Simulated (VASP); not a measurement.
**HoAlTe3: single point with PBE**

Crystal: HoAlTe3.

```xyz
5
Lattice="5.7372 0.0000 0.0000 0.0000 3.2131 5.2943 0.0000 -3.2131 5.2943" Properties=species:S:1:pos:R:3 pbc="T T T"
Ho    0.0000    0.0000    4.6720
Al    2.8686    0.0000    2.2671
Te    0.0000   -1.6324    7.3337
Te    2.8686    0.0000    4.9888
Te    0.0000    1.6324    7.3337
```

The cell was generated, and may not be a known phase.

* Program: VASP 6.6.1
* Task: single point
* Functional: PBE
* Potentials or basis: VASP PAW PBE potentials, release 64 (Ho_3, Al, Te), 4f in core
* Cutoff: 500 eV
* k mesh: 8 × 8 × 8
* Occupations: gaussian, width 0.1 eV
* Spin: no spin polarisation
* Dipole correction: no
* Further INCAR settings: ALGO = Normal; EDIFF = 1e-06; NBANDS = 23

```json
{"Pressure": "0.1 GPa", "Largest force": "0.020 eV/Å", "Band gap on the k mesh": "zero (bands 15 and 16 overlap by 1.12 eV)"}
```

Forces on the atoms (eV/Å):
```
Ho   0.000  0.000  0.000
Al   0.000  0.000 -0.010
Te   0.000  0.001 -0.005
Te   0.000  0.000  0.020
Te   0.000 -0.001 -0.005
```

Levels at points of the mesh, in eV from the Fermi level:
```tsv
k point	band 13	band 14	band 15	band 16	band 17	band 18
(0.00, 0.00, 0.00)	-1.11	-0.96	-0.41	0.65	0.81	1.39
(0.50, 0.00, 0.00)	-1.72	-1.54	0.58	1.01	2.04	2.53
(0.00, 0.50, 0.00)	-1.41	-0.94	-0.92	-0.51	1.05	2.12
(0.50, 0.50, 0.00)	-1.85	-1.37	-0.66	0.85	2.29	2.38
(0.00, 0.50, 0.50)	-1.56	-1.30	-0.10	2.18	2.30	2.30
(0.50, 0.50, 0.50)	-1.23	-0.19	-0.10	2.35	2.46	2.60
```

Wall time 5.4 min on 1 thread of Intel(R) Xeon(R) Platinum 8488C (Sapphire Rapids), on a shared host, peak memory 0.62 GiB.

Caveat: spin-orbit coupling is left out, which moves the levels of the heavy elements; the 4f electrons are frozen in the core, so they carry no moment and show no levels. Spin polarisation is off, so any magnetic state and its effect on volume and gap are missing.
